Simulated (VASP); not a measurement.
Write the native input for VASP 6.6.1 that does the following.

| Quantity | Value |
| --- | --- |
| Task | single point |
| Functional | PBEsol |
| Dispersion | D3(BJ) |
| Potentials or basis | VASP PAW PBE potentials, release 64 (C) |
| Cutoff | 520 eV |
| k mesh | 21 × 21 × 8 |
| Occupations | gaussian, width 0.15 eV |
| Spin | no spin polarisation |
| Dipole correction | no |
| Further INCAR settings | ALGO = Normal; EDIFF = 1e-06; NBANDS = 16 |

The structure of C lies in POSCAR:

```
C
1.0
    2.3554258975      0.0000000000      0.0000000000
   -1.1777129488      2.0398586640      0.0000000000
    0.0000000000      0.0000000000      6.3054453931
C
4
Direct
    0.0000000000      0.0000000000      0.0025000000
    0.0000000000      0.0000000000      0.5025000000
    0.3333333333      0.6666666667      0.0025000000
    0.6666666667      0.3333333333      0.5025000000
```

These files were run (other wordings do the same):

INCAR

```
PREC = Accurate
ENCUT = 520
EDIFF = 1E-6
ISMEAR = 0
SIGMA = 0.15
LREAL = F
LASPH = T
NELM = 60
ALGO = Normal
ISIF = 2
LWAVE = F
LCHARG = F
GGA = PS
IVDW = 12
NBANDS = 16
```

KPOINTS

```
regular mesh
0
Gamma
  21 21 8
```

Potentials or basis: VASP PAW PBE potentials, release 64 (C).

The run is started by

```console
$ cat potpaw_PBE.64/C/POTCAR > POTCAR
$ mpirun -np 1 vasp_std > vasp.out
```

Results of the run:

| Item | Value |
| --- | --- |
| Pressure | 49.2 GPa |
| Band gap on the k mesh | zero (bands 8 and 9 overlap by 0.05 eV) |
| Dispersion energy per atom | -0.111 eV |

Caveat: the cell stands under pressure; the PAW data sets were made with another functional, which shifts forces and pressure a little.

Wall time 48 s on 1 thread of Intel(R) Xeon(R) 6975P-C (Granite Rapids) (shared host), peak memory 0.21 GiB.
